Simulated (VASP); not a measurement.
The system is TaN.

```
Ta N
1.0
     0.00000    2.17900    2.17900
     2.17900    0.00000    2.17900
     2.17900    2.17900    0.00000
Ta N
1 1
Cartesian
  2.1790 2.1790 2.1790
  0.0000 0.0000 0.0000
```

| Quantity | Value |
| --- | --- |
| Program | VASP 6.6.1 |
| Task | relaxation of cell and atoms |
| Functional | r2SCAN |
| Dispersion | D4 |
| Potentials or basis | VASP PAW PBE potentials, release 64 (Ta_pv, N) |
| Cutoff | 600 eV |
| k mesh | 10 × 10 × 10 |
| Occupations | methfessel-paxton, width 0.05 eV |
| Spin | no spin polarisation |

At the start: pressure 9.9 GPa; volume 10.35 Å³/atom.

How do energy, volume and symmetry change on relaxing?

Over 4 steps the energy falls by 8.3 meV/atom and the volume is 10.62 Å³/atom (+2.7 %); space group Fm-3m (No. 225, to 0.1 Å) before and after.

Step by step:
| step | energy change (eV) | largest force (eV/Å) | pressure (GPa) | volume (Å³) |
| --- | --- | --- | --- | --- |
| 1 | 0.0000 | 0.0000 | 9.89 | 20.69 |
| 2 | 0.0769 | 0.0000 | -19.89 | 22.66 |
| 3 | -0.0165 | 0.0000 | -0.23 | 21.26 |
| 4 | -0.0166 | 0.0000 | -0.01 | 21.24 |

Final structure:
```cif
data_structure
_symmetry_space_group_name_H-M 'P 1'
_symmetry_Int_Tables_number 1
_cell_length_a 3.1087
_cell_length_b 3.1087
_cell_length_c 3.1087
_cell_angle_alpha 60.000
_cell_angle_beta 60.000
_cell_angle_gamma 60.000
_cell_volume 21.24
loop_
_atom_site_label
_atom_site_type_symbol
_atom_site_fract_x
_atom_site_fract_y
_atom_site_fract_z
_atom_site_occupancy
Ta1 Ta 0.50000 0.50000 0.50000 1
N1 N 0.00000 0.00000 0.00000 1
```

Caveat: the PAW data sets were made with another functional, which shifts forces and pressure a little.
